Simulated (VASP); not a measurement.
# SrO (Fm-3m) in VASP: further runs, part 2 of 2

VASP 6.6.1. The steps go on from the part before.

**3. Single point, PBE**

This run uses another cell than the first one, of 17.17 Å³/atom, 1.043 times its volume.

INCAR

```
SYSTEM = SrO
PREC     = Accurate       ! precision mode
ENCUT    = 520            ! plane-wave cutoff, eV
EDIFF    = 1E-6           ! SCF threshold, eV
ISMEAR   = 0              ! smearing method
SIGMA    = 0.01           ! smearing width, eV
LREAL    = .False.        ! projectors in reciprocal space
LASPH    = .True.         ! aspherical terms in the spheres
NELM     = 100            ! most SCF steps
ALGO     = Normal         ! electronic algorithm
ISIF     = 2              ! what is computed and relaxed
LWAVE    = .False.        ! write WAVECAR
LCHARG   = .True.         ! write CHGCAR
GGA      = PE             ! functional
LELF     = .True.         ! ELF
LVHAR    = .True.       
NBANDS   = 15             ! bands
```

KPOINTS

```
Automatic mesh
0
Gamma
  8 8 8
  0 0 0
```

POSCAR

```
SrO
1.0
    0.0000000000      2.5798923265      2.5798923265
    2.5798923265      0.0000000000      2.5798923265
    2.5798923265      2.5798923265      0.0000000000
Sr O
1 1
Direct
    0.0000000000      0.0000000000      0.0000000000
    0.5000000000      0.5000000000      0.5000000000
```

Potentials or basis: VASP PAW PBE potentials, release 64 (Sr_sv, O).

Launch:

```sh
cat potpaw_PBE.64/Sr_sv/POTCAR potpaw_PBE.64/O/POTCAR > POTCAR
mpirun -np 1 vasp_std > vasp.out
```

OUTCAR:

```text
SYSTEM = SrO
   PREC = Accurate
   ENCUT = 520
   EDIFF = 1E-6
   ISMEAR = 0
   LREAL = .False.
   LASPH = .True.
   NELM = 100
   ISIF = 2
   GGA = PE

 ion  position               nearest neighbor table
   1  0.000  0.000  0.000-   2 2.58   2 2.58   2 2.58   2 2.58   2 2.58   2 2.58
   2  0.500  0.500  0.500-   1 2.58   1 2.58   1 2.58   1 2.58   1 2.58   1 2.58

  LATTYP: Found a face centered cubic cell.
 ALAT       =     5.1597846530

  Lattice vectors:

 A1 = (   0.0000000000,   2.5798923265,   2.5798923265)
 A2 = (   2.5798923265,   0.0000000000,   2.5798923265)
 A3 = (   2.5798923265,   2.5798923265,   0.0000000000)

Analysis of symmetry for initial positions (statically):
=====================================================================
 Subroutine PRICEL returns:
 Original cell was already a primitive cell.

 Routine SETGRP: Setting up the symmetry group for a
 face centered cubic supercell.

 Subroutine GETGRP returns: Found 48 space group operations
 (whereof 48 operations were pure point group operations)
 out of a pool of 48 trial point group operations.

The static configuration has the point symmetry O_h .

Analysis of symmetry for dynamics (positions and initial velocities):
[... 165 lines left out ...]

 k-point     1 :       0.0000    0.0000    0.0000
  band No.  band energies     occupation
      1     -30.8107      2.00000
      2     -13.4629      2.00000
      3     -12.4593      2.00000
      4     -12.4593      2.00000
      5     -12.4593      2.00000
      6       1.6146      2.00000
      7       1.6146      2.00000
      8       1.6146      2.00000
      9       5.5240      0.00000
     10       7.8024      0.00000
     11       7.8024      0.00000
     12       7.8024      0.00000
     13       9.9463      0.00000
     14       9.9463      0.00000
[... 401 lines left out ...]
      2     -14.6535      2.00000
      3     -12.8338      2.00000
      4     -12.6800      2.00000
      5     -11.6227      2.00000
      6       0.0526      2.00000
      7       0.7598      2.00000
      8       0.8328      2.00000
      9       7.9442      0.00000
     10       8.3058      0.00000
     11      10.8322      0.00000
     12      11.0412      0.00000
     13      13.1074      0.00000
     14      14.4301      0.00000
     15      14.8392      0.00000

 [... further k-points ...]
[... 5 lines left out ...]
  --------------------------------------------------------------------------------------
  -------------------------------------------------------------------------------------
  Total        0.5065243      0.5065243      0.5065243      0.0000000      0.0000000     -0.0000000
  in kB       23.6306728     23.6306728     23.6306728      0.0000000      0.0000000     -0.0000000
  external PRESSURE =      23.6306728 kB  Pullay stress =       0.0000000 kB

 VOLUME and BASIS-vectors are now :
 -----------------------------------------------------------------------------
  energy-cutoff  :      520.00
  volume of cell :       34.34
      direct lattice vectors                 reciprocal lattice vectors
     0.000000000  2.579892326  2.579892326    -0.193806538  0.193806538  0.193806538
     2.579892326  0.000000000  2.579892326     0.193806538 -0.193806538  0.193806538
     2.579892326  2.579892326  0.000000000     0.193806538  0.193806538 -0.193806538

 POSITION                                       TOTAL-FORCE (eV/Angst)
 -----------------------------------------------------------------------------------
      0.00000      0.00000      0.00000        -0.000000     -0.000000     -0.000000
      2.57989      2.57989      2.57989         0.000000      0.000000      0.000000
 -----------------------------------------------------------------------------------
    total drift:                                0.000000      0.000000      0.000000

  FREE ENERGIE OF THE ION-ELECTRON SYSTEM (eV)
  ---------------------------------------------------
  free  energy   TOTEN  =       -12.0479124184 eV

  energy  without entropy=      -12.0479124184  energy(sigma->0) =      -12.04791242
```

OSZICAR:

```text
N       E                     dE             d eps       ncg     rms          rms(c)
DAV:   1     0.662388543319E+02    0.66239E+02   -0.84635E+03   870   0.104E+03
DAV:   2    -0.111128790408E+02   -0.77352E+02   -0.71397E+02  1180   0.221E+02
DAV:   3    -0.141872272767E+02   -0.30743E+01   -0.30570E+01  1127   0.388E+01
DAV:   4    -0.142474598592E+02   -0.60233E-01   -0.60227E-01  1097   0.528E+00
DAV:   5    -0.142490292378E+02   -0.15694E-02   -0.15694E-02  1062   0.652E-01    0.161E+01
DAV:   6    -0.121994316558E+02    0.20496E+01   -0.67046E+00   884   0.194E+01    0.190E+01
DAV:   7    -0.120567289113E+02    0.14270E+00   -0.30369E-01  1010   0.488E+00    0.110E+01
DAV:   8    -0.120459544809E+02    0.10774E-01   -0.11928E-01  1087   0.345E+00    0.417E-01
DAV:   9    -0.120472881005E+02   -0.13336E-02   -0.58786E-03  1120   0.485E-01    0.233E-01
DAV:  10    -0.120477462121E+02   -0.45811E-03   -0.43942E-04   975   0.197E-01    0.866E-02
DAV:  11    -0.120478938901E+02   -0.14768E-03   -0.14785E-04   926   0.898E-02    0.274E-02
DAV:  12    -0.120479124355E+02   -0.18545E-04   -0.27910E-05   933   0.387E-02    0.232E-02
DAV:  13    -0.120479124184E+02    0.17068E-07   -0.15743E-06   908   0.110E-02
   1 F= -.12047912E+02 E0= -.12047912E+02  d E =-.274481E-11
```

stdout:

```text
POSCAR found type information on POSCAR SrO
 POSCAR found :  2 types and       2 ions
 scaLAPACK will be used
 LDA part: xc-table for (Slater+PW92), standard interpolation
 POSCAR, INCAR and KPOINTS ok, starting setup
 FFT: planning ... GRIDC
 FFT: planning ... GRID_SOFT
 FFT: planning ... GRID
 WAVECAR not read
 entering main loop
```

Wall time 12 s (1 thread of AMD EPYC 9R45 (Zen 5), shared host); peak memory 0.13 GiB.

Results:

```
Free energy            : -12.0479 eV
Pressure               : 2.4 GPa
Band gap on the k mesh : 3.27 eV, indirect (least direct gap 3.37 eV)
```

Levels at points of the mesh, in eV from the valence-band top:
```csv
k point,band 5,band 6,band 7,band 8,band 9,band 10,band 11,band 12
"(0.00, 0.00, 0.00)",-14.07,0.00,0.00,0.00,3.91,6.19,6.19,6.19
"(0.50, 0.00, 0.00)",-12.89,-2.15,-1.12,-1.12,6.51,8.37,8.79,8.79
"(0.50, 0.50, 0.00)",-14.43,-0.45,-0.09,-0.09,3.27,7.73,10.11,10.29
```

A k mesh can miss the band edges. PBE gaps usually lie below the measured ones, often by a third to a half.

**4. Single point, PBE**

This run uses another cell than the first one, of 17.52 Å³/atom, 1.064 times its volume.

INCAR

```
  PREC = Accurate
  ENCUT = 520
  EDIFF = 1E-6
  ISMEAR = 0
  SIGMA = 0.01
  LREAL = False
  LASPH = True
  NELM = 100
  ALGO = Normal
  ISIF = 2
  LWAVE = False
  LCHARG = False
  GGA = PE
  NBANDS = 15
```

KPOINTS

```
regular mesh
0
Gamma
  8 8 8
```

POSCAR

```
SrO
1.0
    0.0000000000      2.5972737625      2.5972737625
    2.5972737625      0.0000000000      2.5972737625
    2.5972737625      2.5972737625      0.0000000000
Sr O
1 1
Direct
    0.0000000000      0.0000000000      0.0000000000
    0.5000000000      0.5000000000      0.5000000000
```

Launch:

```sh
cat potpaw_PBE.64/Sr_sv/POTCAR potpaw_PBE.64/O/POTCAR > POTCAR
mpirun -np 1 vasp_std > vasp.out
```

Run time: 12 s. Hardware: 1 thread of AMD EPYC 9R45 (Zen 5), shared host; peak memory 0.13 GiB.

It converged, with:

| Property | Result |
| --- | --- |
| Free energy | -12.0546 eV |
| Pressure | 0.5 GPa |
| Band gap on the k mesh | 3.28 eV, indirect (least direct gap 3.39 eV) |

Levels at points of the mesh, in eV from the valence-band top:
| k point | band 6 | band 7 | band 8 | band 9 | band 10 | band 11 |
| --- | --- | --- | --- | --- | --- | --- |
| (0.00, 0.00, 0.00) | 0.00 | 0.00 | 0.00 | 3.77 | 6.14 | 6.14 |
| (0.50, 0.00, 0.00) | -2.11 | -1.08 | -1.08 | 6.42 | 8.21 | 8.67 |
| (0.50, 0.50, 0.00) | -0.48 | -0.11 | -0.11 | 3.28 | 7.57 | 9.97 |

A k mesh can miss the band edges. As with any semilocal functional, this PBE gap is likely too small.

**5. Single point, PBE (volume changed by -3%)**

INCAR

```
SYSTEM = SrO
PREC     = Accurate       ! precision mode
ENCUT    = 520            ! plane-wave cutoff, eV
EDIFF    = 1E-7           ! SCF threshold, eV
ISMEAR   = 0              ! smearing method
SIGMA    = 0.01           ! smearing width, eV
LREAL    = .FALSE.        ! projectors in reciprocal space
LASPH    = .TRUE.         ! aspherical terms in the spheres
NELM     = 80             ! most SCF steps
ALGO     = Normal         ! electronic algorithm
ISIF     = 2              ! what is computed and relaxed
LWAVE    = .FALSE.        ! write WAVECAR
LCHARG   = .TRUE.         ! write CHGCAR
GGA      = PE             ! functional
LELF     = .TRUE.         ! ELF
LVHAR    = .TRUE.       
NBANDS   = 15             ! bands
```

KPOINTS

```
Automatic mesh
0
G
  8 8 8
  0 0 0
```

POSCAR

```
SrO
1.0
    0.0000000000      2.5710368801      2.5710368801
    2.5710368801      0.0000000000      2.5710368801
    2.5710368801      2.5710368801      0.0000000000
Sr O
1 1
Direct
    0.0000000000      0.0000000000      0.0000000000
    0.5000000000      0.5000000000      0.5000000000
```

Launch:

```sh
cat potpaw_PBE.64/Sr_sv/POTCAR potpaw_PBE.64/O/POTCAR > POTCAR
mpirun -np 1 vasp_std > vasp.out
```

Run time: 13 s. Hardware: 1 thread of AMD EPYC 9R45 (Zen 5), shared host; peak memory 0.13 GiB.

It converged, with:

```yaml
Free_energy: -12.0414 eV
Pressure: 3.4 GPa
Band_gap_on_the_k_mesh: 3.26 eV, indirect (least direct gap 3.35 eV)
```

Levels at points of the mesh, in eV from the valence-band top:
| k point | band 6 | band 7 | band 8 | band 9 | band 10 | band 11 |
| --- | --- | --- | --- | --- | --- | --- |
| (0.00, 0.00, 0.00) | 0.00 | 0.00 | 0.00 | 3.98 | 6.21 | 6.21 |
| (0.50, 0.00, 0.00) | -2.17 | -1.14 | -1.14 | 6.55 | 8.46 | 8.85 |
| (0.50, 0.50, 0.00) | -0.43 | -0.09 | -0.09 | 3.26 | 7.80 | 10.17 |

Caveat: the cell differs from its parent crystal (volume changed by -3%). A k mesh can miss the band edges.

**6. Single point, PBE (volume changed by +3%)**

INCAR

```
SYSTEM = SrO
ALGO = Normal
EDIFF = 1E-7
ENCUT = 520
GGA = PE
ISIF = 2
ISMEAR = 0
LASPH = .TRUE.
LCHARG = .TRUE.
LELF = .TRUE.
LREAL = .FALSE.
LVHAR = .TRUE.
LWAVE = .FALSE.
NBANDS = 15
NELM = 80
PREC = Accurate
SIGMA = 0.01
```

KPOINTS

```
k-points
0
G
  8 8 8
  0 0 0
```

POSCAR

```
SrO
1.0
    0.0000000000      2.6229910168      2.6229910168
    2.6229910168      0.0000000000      2.6229910168
    2.6229910168      2.6229910168      0.0000000000
Sr O
1 1
Direct
    0.0000000000      0.0000000000      0.0000000000
    0.5000000000      0.5000000000      0.5000000000
```

Potentials or basis: VASP PAW PBE potentials, release 64 (Sr_sv, O).

Launch:

```sh
cat potpaw_PBE.64/Sr_sv/POTCAR potpaw_PBE.64/O/POTCAR > POTCAR
mpirun -np 1 vasp_std > vasp.out
```

Wall time 14 s (1 thread of AMD EPYC 9R45 (Zen 5), shared host); peak memory 0.13 GiB.

Results (log left out):

* Free energy: -12.0507 eV
* Pressure: -1.9 GPa
* Band gap on the k mesh: 3.29 eV, indirect (least direct gap 3.41 eV)

Levels at points of the mesh, in eV from the valence-band top:
| k point | band 6 | band 7 | band 8 | band 9 | band 10 | band 11 |
| --- | --- | --- | --- | --- | --- | --- |
| (0.00, 0.00, 0.00) | 0.00 | 0.00 | 0.00 | 3.57 | 6.07 | 6.07 |
| (0.50, 0.00, 0.00) | -2.06 | -1.03 | -1.03 | 6.29 | 7.98 | 8.50 |
| (0.50, 0.50, 0.00) | -0.52 | -0.12 | -0.12 | 3.29 | 7.36 | 9.78 |

Caveat: the cell differs from its parent crystal (volume changed by +3%). A k mesh can miss the band edges.

**7. The runs side by side**

| cell | gap on the mesh (eV) | pressure (GPa) |
| --- | --- | --- |
| a = 3.598 Å, angles 60.0°, 2 atoms | 3.24 | 6.7 |
| a = 3.649 Å, angles 60.0°, 2 atoms | 3.27 | 2.4 |
| a = 3.673 Å, angles 60.0°, 2 atoms | 3.28 | 0.5 |
| a = 3.636 Å, angles 60.0°, 2 atoms | 3.26 | 3.4 |
| a = 3.709 Å, angles 60.0°, 2 atoms | 3.29 | -1.9 |

Alike in all rows: task single point; level PBE; potentials or basis VASP PAW PBE potentials, release 64 (Sr_sv, O); no spin polarisation; k mesh 8 × 8 × 8; cutoff (eV) 520; smearing gaussian 0.01 eV.

Total energies depend on the potentials used, so only differences within one code and one set of settings carry meaning.
